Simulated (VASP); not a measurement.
Input of a VASP 6.6.1 run:

Contents of POSCAR:

```
Ti2BO4
1.0
    0.0000000000      4.0579918300      4.0579918300
    4.0579918300      0.0000000000      4.0579918300
    4.0579918300      4.0579918300      0.0000000000
Ti B O
4 2 8
Direct
    0.6250000000      0.6250000000      0.6250000000
    0.1250000000      0.6250000000      0.6250000000
    0.6250000000      0.6250000000      0.1250000000
    0.6250000000      0.1250000000      0.6250000000
    0.0000000000      0.0000000000      0.0000000000
    0.2500000000      0.2500000000      0.2500000000
    0.3689000000      0.3689000000      0.3689000000
    0.3567000000      0.8811000000      0.8811000000
    0.3689000000      0.3689000000      0.8933000000
    0.8811000000      0.3567000000      0.8811000000
    0.8933000000      0.3689000000      0.3689000000
    0.8811000000      0.8811000000      0.8811000000
    0.3689000000      0.8933000000      0.3689000000
    0.8811000000      0.8811000000      0.3567000000
```

Contents of INCAR.step1:

```
SYSTEM = Ti2BO4
ALGO = Normal
EDIFF = 1E-4
ENCUT = 520
GGA = PE
ISMEAR = 1
LASPH = .TRUE.
LCHARG = .FALSE.
LREAL = .FALSE.
LWAVE = .TRUE.
NBANDS = 64
NELM = 80
PREC = Accurate
SIGMA = 0.0384
```

The input INCAR.step2:

```
SYSTEM = Ti2BO4
ALGO = Normal
EDIFF = 1E-6
ENCUT = 520
ISIF = 2
ISMEAR = 1
ISTART = 1
LASPH = .TRUE.
LCHARG = .FALSE.
LMIXTAU = .TRUE.
LREAL = .FALSE.
LWAVE = .FALSE.
METAGGA = R2SCAN
NBANDS = 64
NELM = 80
PREC = Accurate
SIGMA = 0.0384
```

The input KPOINTS:

```
k-points
0
G
  6 6 6
  0 0 0
```

Potentials or basis: VASP PAW PBE potentials, release 64 (Ti_sv, B, O).

Launch:

```console
$ cat potpaw_PBE.64/Ti_sv/POTCAR potpaw_PBE.64/B/POTCAR potpaw_PBE.64/O/POTCAR > POTCAR
$ cp INCAR.step1 INCAR
$ mpirun -np 1 vasp_std > vasp.out
$ cp INCAR.step2 INCAR
$ mpirun -np 1 vasp_std > vasp.out
```

Predict the band gap on the k mesh.

zero (bands 51 and 52 overlap by 0.49 eV).

Estimate the largest force.

3.411 eV/Å.

Predict the pressure.

-18.4 GPa.

Forces in eV/Å, atoms in the order of the input:
```
Ti   0.000  0.000  0.000
Ti   0.000  0.000  0.000
Ti   0.000  0.000  0.000
Ti   0.000  0.000  0.000
B    0.000  0.000  0.000
B    0.000  0.000  0.000
O   -1.969 -1.969 -1.969
O    1.969 -1.969 -1.969
O    1.969  1.969 -1.969
O   -1.969  1.969 -1.969
O   -1.969  1.969  1.969
O    1.969  1.969  1.969
O    1.969 -1.969  1.969
O   -1.969 -1.969  1.969
```

Caveat: the cell stands under tension; the PAW data sets were made with another functional, which shifts forces and pressure a little; semilocal functionals often make such compounds metallic where correlation or magnetic order opens a gap, which also shifts bond lengths.
